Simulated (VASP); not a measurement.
# Pd (Pm-3m) in VASP: further runs

Runs on Pd. Level: RPBE. Tasks: single point, relaxation of cell and atoms.

Everything below comes from runs of VASP 6.6.1. Logs are shortened: lines on timing, memory, paths and dates and some standing lists are left out, and cuts for length are marked.

**1. The cell of the first run**

The structure is cubic, space group Pm-3m (No. 221). The conventional cell has a = 2.570 Å, b = 2.570 Å, c = 2.570 Å, α = 90.00°, β = 90.00°, γ = 90.00°. Pd (site symmetry m-3m) has 6 Pd at 2.57 Å within 3.4 Å.

This isn't the form of Pd at room conditions, which is fcc.

**2. Single point, RPBE, collinear spin (16.97 Å³/atom)**

File INCAR:

```
SYSTEM = Pd
PREC = Accurate
ENCUT = 520
EDIFF = 1E-6
ISMEAR = -1
SIGMA = 0.05
LREAL = .False.
LASPH = .True.
NELM = 150
ALGO = Normal
ISIF = 2
LWAVE = .False.
LCHARG = .True.
ISPIN = 2
MAGMOM = 0.5 -0.5
LORBIT = 11
LMAXMIX = 4
GGA = RP
LELF = .True.
LVHAR = .True.
NBANDS = 21
```

File KPOINTS:

```
Automatic mesh
0
Gamma
  12 12 12
  0 0 0
```

File POSCAR:

```
Pd
1.0
    0.0000000000      2.5699031400      2.5699031400
    2.5699031400      0.0000000000      2.5699031400
    2.5699031400      2.5699031400      0.0000000000
Pd
2
Direct
    0.0000000000      0.0000000000      0.0000000000
    0.5000000000      0.5000000000      0.5000000000
```

Potentials or basis: VASP PAW PBE potentials, release 64 (Pd).

Started as:

```
cat potpaw_PBE.64/Pd/POTCAR > POTCAR
mpirun -np 1 vasp_std > vasp.out
```

OUTCAR:

```text
SYSTEM = Pd
   PREC = Accurate
   ENCUT = 520
   EDIFF = 1E-6
   ISMEAR = -1
   LREAL = .False.
   LASPH = .True.
   NELM = 150
   ISIF = 2
   ISPIN = 2
   LORBIT = 11
   GGA = RP

 ion  position               nearest neighbor table
   1  0.000  0.000  0.000-   2 2.57   2 2.57   2 2.57   2 2.57   2 2.57   2 2.57
   2  0.500  0.500  0.500-   1 2.57   1 2.57   1 2.57   1 2.57   1 2.57   1 2.57

  LATTYP: Found a face centered cubic cell.
 ALAT       =     5.1398062800

  Lattice vectors:

 A1 = (   0.0000000000,   2.5699031400,   2.5699031400)
 A2 = (   2.5699031400,   0.0000000000,   2.5699031400)
 A3 = (   2.5699031400,   2.5699031400,   0.0000000000)

Analysis of symmetry for initial positions (statically):
=====================================================================
 Subroutine PRICEL returns following result:

  LATTYP: Found a simple cubic cell.
 ALAT       =     2.5699031400

  Lattice vectors:

 A1 = (  -2.5699031400,   0.0000000000,   0.0000000000)
 A2 = (   0.0000000000,   0.0000000000,   2.5699031400)
 A3 = (   0.0000000000,   2.5699031400,   0.0000000000)

   2 primitive cells build up your supercell.

 Routine SETGRP: Setting up the symmetry group for a
 face centered cubic supercell.

 Subroutine GETGRP returns: Found 48 space group operations
 (whereof 48 operations were pure point group operations)
 out of a pool of 48 trial point group operations.

The static configuration has the point symmetry O_h .

Analysis of symmetry for dynamics (positions and initial velocities):
=====================================================================
 Subroutine PRICEL returns following result:

  LATTYP: Found a simple cubic cell.
 ALAT       =     2.5699031400

  Lattice vectors:

 A1 = (  -2.5699031400,   0.0000000000,   0.0000000000)
 A2 = (   0.0000000000,   0.0000000000,   2.5699031400)
 A3 = (   0.0000000000,   2.5699031400,   0.0000000000)

   2 primitive cells build up your supercell.

 Routine SETGRP: Setting up the symmetry group for a
 face centered cubic supercell.

 Subroutine GETGRP returns: Found 48 space group operations
 (whereof 48 operations were pure point group operations)
 out of a pool of 48 trial point group operations.

The dynamic configuration has the point symmetry O_h .

Analysis of structural, dynamic, and magnetic symmetry:
=====================================================================
 Subroutine PRICEL returns following result:

  LATTYP: Found a simple cubic cell.
 ALAT       =     2.5699031400

  Lattice vectors:

 A1 = (  -2.5699031400,   0.0000000000,   0.0000000000)
 A2 = (   0.0000000000,   0.0000000000,   2.5699031400)
 A3 = (   0.0000000000,   2.5699031400,   0.0000000000)

   2 primitive cells build up your supercell.

 Routine SETGRP: Setting up the symmetry group for a
 face centered cubic supercell.

 Subroutine GETGRP returns: Found 48 space group operations
 (whereof 48 operations were pure point group operations)
 out of a pool of 48 trial point group operations.

The overall configuration has the point symmetry O_h .

 Subroutine INISYM returns: Found 48 space group operations
 (whereof 48 operations are pure point group operations),
 and found     2 'primitive' translations

----------------------------------------------------------------------------------------

                                     Primitive cell

  volume of cell :      16.9727

  direct lattice vectors                    reciprocal lattice vectors
    -2.569903140  0.000000000  0.000000000    -0.389119724  0.000000000  0.000000000
     0.000000000  0.000000000  2.569903140     0.000000000  0.000000000  0.389119724
     0.000000000  2.569903140  0.000000000     0.000000000  0.389119724  0.000000000

  length of vectors
     2.569903140  2.569903140  2.569903140     0.389119724  0.389119724  0.389119724

  position of ions in fractional coordinates (direct lattice)
     0.000000000  0.000000000  0.000000000

  ion indices of the primitive-cell ions
   primitive index   ion index
                 1           1

----------------------------------------------------------------------------------------

 KPOINTS: Automatic mesh

Automatic generation of k-mesh.
 Grid dimensions read from file:
 generate k-points for:   12   12   12

 Generating k-lattice:

  Cartesian coordinates                     Fractional coordinates (reciprocal lattice)
    -0.016213322  0.016213322  0.016213322     0.083333333  0.000000000  0.000000000
     0.016213322 -0.016213322  0.016213322     0.000000000  0.083333333  0.000000000
     0.016213322  0.016213322 -0.016213322     0.000000000  0.000000000  0.083333333

  Length of vectors
     0.028082297  0.028082297  0.028082297

  Shift w.r.t. Gamma in fractional coordinates (k-lattice)
     0.000000000  0.000000000  0.000000000

 Subroutine IBZKPT returns following result:
 ===========================================

 Found     72 irreducible k-points:

 Following reciprocal coordinates:
            Coordinates               Weight
  0.000000  0.000000  0.000000      1.000000
  0.083333  0.000000  0.000000      8.000000
  0.166667  0.000000  0.000000      8.000000
  0.250000  0.000000  0.000000      8.000000
  0.333333  0.000000  0.000000      8.000000
  0.416667  0.000000  0.000000      8.000000
[... 16 lines left out ...]
  0.500000  0.166667  0.000000     24.000000
 -0.416667  0.166667  0.000000     24.000000
 [... further k-points ...]
   k-points           NKPTS =     72   k-points in BZ     NKDIM =     72   number of bands    NBANDS=     21
   number of dos      NEDOS =    301   number of ions     NIONS =      2
   total plane-waves  NPLWV =  21952
   dimension x,y,z NGX =    28 NGY =   28 NGZ =   28
   dimension x,y,z NGXF=    56 NGYF=   56 NGZF=   56
   ions per type =               2
   NGX,Y,Z   is equivalent  to a cutoff of  12.81, 12.81, 12.81 a.u.
   NGXF,Y,Z  is equivalent  to a cutoff of  25.62, 25.62, 25.62 a.u.
 SYSTEM =  Pd
   PREC   = accura    normal or accurate (medium, high low for compatibility)
   ISTART =      0    job   : 0-new  1-cont  2-samecut
   ICHARG =      2    charge: 1-file 2-atom 10-const
   ISPIN  =      2    spin polarized calculation?
   LNONCOLLINEAR =      F non collinear calculations
   LSORBIT =      F    spin-orbit coupling
   LASPH  =      T    aspherical Exc in radial PAW
   ENCUT  =  520.0 eV  38.22 Ry    6.18 a.u.   6.76  6.76  6.76*2*pi/ulx,y,z
   NELM   =    150;   NELMIN=  2; NELMDL= -5     # of ELM steps
   EDIFF  = 0.1E-05   stopping-criterion for ELM
   LREAL  =      F    real-space projection
   EDIFFG = 0.1E-04   stopping-criterion for IOM
   NSW    =      0    number of steps for IOM
   IBRION =     -1    ionic relax: 0-MD 1-quasi-New 2-CG
   NFREE  =      0    steps in history (QN), initial steepest desc. (CG)
   ISIF   =      2    stress and relaxation
   ISYM   =      2    0-nonsym 1-usesym 2-fastsym
   POTIM  = 0.5000    time-step for ionic-motion
   TEBEG  =    0.0;   TEEND  =   0.0 temperature during run
   PSTRESS=    0.0 pullay stress
   NELECT =      20.0000    total number of electrons
   NUPDOWN=      -1.0000    fix difference up-down
   EMIN   =  10.00;   EMAX   =-10.00  energy-range for DOS
   EFERMI =   0.00;   METHOD = LEGACY
   ISMEAR =    -1;   SIGMA  =   0.05  broadening in eV -4-tet -1-fermi 0-gaus
   EFERMI_NEDOS =   21; number of points for ismear=-14 and -15
   IALGO  =     38    algorithm
   IMIX   =      4    mixing-type and parameters
     AMIX     =   0.40;   BMIX     =  1.00
     AMIX_MAG =   1.60;   BMIX_MAG =  1.00
  volume/ion in A,a.u.               =      16.97       114.54
  Fermi-wavevector in a.u.,A,eV,Ry     =   1.372434  2.593524 25.627588  1.883575
  Thomas-Fermi vector in A             =   2.498041
   LORBIT       =     11    0 simple, 1 ext, 2 COOP (PROOUT), +10 PAW based schemes
   GGA     = RP    functional components
   LHFCALC =     F    Hartree Fock is set to
   AEXX    =    0.0000 exact exchange contribution
   IVDW    =     0    specifies the selected vdW correction
   LEPSILON=     F    determine dielectric tensor
   LRPA    =     F    only Hartree local field effects (RPA)
 spin polarized calculation
  energy-cutoff  :      520.00
  volume of cell :       33.95
 maximum number of plane-waves:       941
   NGX = 13   NGY = 13   NGZ = 13

 number of electron      20.0000008 magnetization      -0.0000000

 number of electron      20.0000007 magnetization       0.0000000

 Free energy of the ion-electron system (eV)
  ---------------------------------------------------
  ext. energy  EPLUGINS =         0.00000000
  ---------------------------------------------------
  free energy    TOTEN  =        -8.24128941 eV

  energy without entropy =       -8.21539943  energy(sigma->0) =       -8.22834442

 E-fermi :   7.9874     XC(G=0): -12.0728

 val. band max:        7.9860793038   @ k =   0.2500   0.0000   0.0000
 cond. band min:       7.9943790222   @ k =  -0.3333   0.2500   0.0000
 fundamental gap:      0.0082997184
 Fermi energy:         7.9873741474

 spin component 1

 k-point     1 :       0.0000    0.0000    0.0000
  band No.  band energies     occupation
      1       1.7827      1.00000
      2       3.2091      1.00000
      3       3.2091      1.00000
      4       3.8773      1.00000
      5       3.8773      1.00000
      6       3.8773      1.00000
[... 13 lines left out ...]
     20      26.1643      0.00000
     21      26.1643      0.00000

 k-point     2 :       0.0833    0.0000    0.0000
  band No.  band energies     occupation
      1       1.9249      1.00000
      2       3.2774      1.00000
      3       3.2774      1.00000
      4       3.8898      1.00000
      5       3.9476      1.00000
      6       3.9476      1.00000
[... 13 lines left out ...]
     20      26.3093      0.00000
     21      26.7271      0.00000
[... 487 lines left out ...]
      5       5.3124      1.00000
      6       6.0064      1.00000
[... 13 lines left out ...]
     20      30.3621      0.00000
     21      31.6146      0.00000

 k-point    24 :      -0.4167    0.1667    0.0000
  band No.  band energies     occupation
      1       4.2218      1.00000
      2       4.4673      1.00000
      3       4.5253      1.00000
      4       5.0490      1.00000
      5       5.6108      1.00000
      6       5.7027      1.00000
[... 13 lines left out ...]
     20      29.2847      0.00000
     21      29.6935      0.00000

 [... further k-points ...]

 spin component 2

 k-point     1 :       0.0000    0.0000    0.0000
  band No.  band energies     occupation
      1       1.7827      1.00000
      2       3.2091      1.00000
      3       3.2091      1.00000
      4       3.8773      1.00000
      5       3.8773      1.00000
      6       3.8773      1.00000
[... 13 lines left out ...]
     20      26.1643      0.00000
     21      26.1643      0.00000

 k-point     2 :       0.0833    0.0000    0.0000
  band No.  band energies     occupation
      1       1.9249      1.00000
      2       3.2774      1.00000
      3       3.2774      1.00000
      4       3.8898      1.00000
      5       3.9476      1.00000
      6       3.9476      1.00000
[... 13 lines left out ...]
     20      26.3093      0.00000
     21      26.7271      0.00000
[... 487 lines left out ...]
      5       5.3124      1.00000
      6       6.0064      1.00000
[... 13 lines left out ...]
     20      30.3621      0.00000
     21      31.6146      0.00000

 k-point    24 :      -0.4167    0.1667    0.0000
  band No.  band energies     occupation
      1       4.2218      1.00000
      2       4.4673      1.00000
      3       4.5253      1.00000
      4       5.0490      1.00000
      5       5.6108      1.00000
      6       5.7027      1.00000
[... 13 lines left out ...]
     20      29.2847      0.00000
     21      29.6935      0.00000

 [... further k-points ...]

------------------------ aborting loop because EDIFF is reached ----------------------------------------

  FORCE on cell =-STRESS in cart. coord.  units (eV):
  Direction    XX          YY          ZZ          XY          YZ          ZX
  --------------------------------------------------------------------------------------
  -------------------------------------------------------------------------------------
  Total        2.2929551      2.2929551      2.2929551      0.0000000     -0.0000000      0.0000000
  in kB      108.2245715    108.2245715    108.2245715      0.0000000     -0.0000000      0.0000000
  external PRESSURE =     108.2245715 kB  Pullay stress =       0.0000000 kB

 VOLUME and BASIS-vectors are now :
 -----------------------------------------------------------------------------
  energy-cutoff  :      520.00
  volume of cell :       33.95
      direct lattice vectors                 reciprocal lattice vectors
     0.000000000  2.569903140  2.569903140    -0.194559862  0.194559862  0.194559862
     2.569903140  0.000000000  2.569903140     0.194559862 -0.194559862  0.194559862
     2.569903140  2.569903140  0.000000000     0.194559862  0.194559862 -0.194559862

 POSITION                                       TOTAL-FORCE (eV/Angst)
 -----------------------------------------------------------------------------------
      0.00000      0.00000      0.00000        -0.000000      0.000000      0.000000
      2.56990      2.56990      2.56990         0.000000     -0.000000     -0.000000
 -----------------------------------------------------------------------------------
    total drift:                                0.000000      0.000000      0.000000

  FREE ENERGIE OF THE ION-ELECTRON SYSTEM (eV)
  ---------------------------------------------------
  free  energy   TOTEN  =        -8.2412894083 eV

  energy  without entropy=       -8.2153994304  energy(sigma->0) =       -8.22834442

 total charge

# of ion       s       p       d       tot
------------------------------------------
    1        0.514   0.366   8.556   9.436
    2        0.514   0.366   8.556   9.436
--------------------------------------------------
tot          1.029   0.731  17.113  18.873

 magnetization (x)

# of ion       s       p       d       tot
------------------------------------------
    1        0.000  -0.000  -0.000   0.000
    2       -0.000   0.000   0.000  -0.000
--------------------------------------------------
tot          0.000   0.000   0.000   0.000
```

Run time: 60 s. Hardware: 1 thread of AMD EPYC 9R45 (Zen 5), shared host; peak memory 0.19 GiB.

Results:

```yaml
Free_energy: -8.2413 eV
Pressure: 10.8 GPa
Band_gap_on_the_k_mesh: zero (filled and empty bands overlap)
Net_moment: 0.00 μB per cell
Valence_electrons_inside_the_program's_atomic_spheres: Pd 9.44
```

Caveat: the cell stands under pressure; the PAW data sets were made with another functional, which shifts forces and pressure a little.

[end of part 1 of 2]
